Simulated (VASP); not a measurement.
The system is GaN.

```
Ga N
1.0
     0.00000    0.00000   -5.24317
     6.43674    0.00000    0.00000
    -3.21837   -5.57438    0.00000
Ga N
8 8
Direct
  0.50087 0.16667 0.33333
  0.50087 0.66667 0.33333
  0.50087 0.16667 0.83333
  0.50087 0.66667 0.83333
  0.00087 0.83333 0.16667
  0.00087 0.33333 0.16667
  0.00087 0.83333 0.66667
  0.00087 0.33333 0.66667
  0.12413 0.16667 0.33333
  0.12413 0.66667 0.33333
  0.12413 0.16667 0.83333
  0.12413 0.66667 0.83333
  0.62413 0.83333 0.16667
  0.62413 0.33333 0.16667
  0.62413 0.83333 0.66667
  0.62413 0.33333 0.66667
```

Base run:

```yaml
Program: VASP 6.6.1
Functional: PBE
Potentials_or_basis: VASP PAW PBE potentials, release 64 (Ga_d, N)
Cutoff: 520 eV
k_mesh: 3 × 3 × 3
Occupations: gaussian, width 0.01 eV
Spin: no spin polarisation
```

Its results: band gap on the k mesh 1.71 eV; pressure 0.0 GPa.

**Question.** The run is repeated on the same cell with these changes: k mesh from 3 × 3 × 3 to 1 × 1 × 1; further incar settings from LREAL = Auto; ALGO = Normal; EDIFF = 1e-06; NBANDS = 86 to LREAL = Auto; ALGO = Normal; EDIFF = 1e-07; NBANDS = 86. What comes out?

**Answer.** Band gap on the k mesh 1.62 eV; pressure -1.2 GPa.

Caveats: some runs use coarse meshes.

A k mesh can miss the band edges.
